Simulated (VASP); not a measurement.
Set up this calculation in VASP 6.6.1, as the native input.

```yaml
Task: single point
Functional: PBEsol
Potentials_or_basis: VASP PAW PBE potentials, release 64 (Bi_d, Te)
Cutoff: 520 eV
k_mesh: 12 × 12 × 12
Occupations: gaussian, width 0.1 eV
Spin: no spin polarisation
Dipole_correction: no
Further_INCAR_settings: ALGO = Normal; EDIFF = 1e-07; NBANDS = 18
```

The structure of BiTe lies in POSCAR:

```
BiTe
1.0
    2.2303478432      1.2876947566      3.1477482132
   -2.5504783131      1.3825195388      3.3415648350
   -0.0779445646     -2.9000031091      3.3415480048
Bi Te
1 1
Direct
    0.5000000000      0.5000000000      0.5000000000
    0.0000000000      0.0000000000      0.0000000000
```

This cell differs from its parent crystal: strained.

The input as run:

INCAR

```
ALGO     = Normal         # electronic algorithm
EDIFF    = 1E-7           # SCF threshold, eV
ENCUT    = 520            # plane-wave cutoff, eV
GGA      = PS             # functional
ISIF     = 2              # what is computed and relaxed
ISMEAR   = 0              # smearing method
LASPH    = True           # aspherical terms in the spheres
LCHARG   = False          # write CHGCAR
LREAL    = False          # projectors in reciprocal space
LWAVE    = False          # write WAVECAR
NBANDS   = 18             # bands
NELM     = 100            # most SCF steps
PREC     = Accurate       # precision mode
SIGMA    = 0.1            # smearing width, eV
```

KPOINTS

```
k-points
0
Gamma
  12 12 12
```

Potentials or basis: VASP PAW PBE potentials, release 64 (Bi_d, Te).

Command:

```bash
$ cat potpaw_PBE.64/Bi_d/POTCAR potpaw_PBE.64/Te/POTCAR > POTCAR
$ mpirun -np 1 vasp_std > vasp.out
```

Results of the run:

```json
{
  "Pressure": "-1.8 GPa"
}
```

Caveat: the cell differs from its parent crystal (strained); the PAW data sets were made with another functional, which shifts forces and pressure a little.

Wall time 9.1 min on 1 thread of Intel(R) Xeon(R) Platinum 8259CL CPU @ 2.50GHz (Skylake/Cascade Lake) (shared host), peak memory 0.64 GiB.
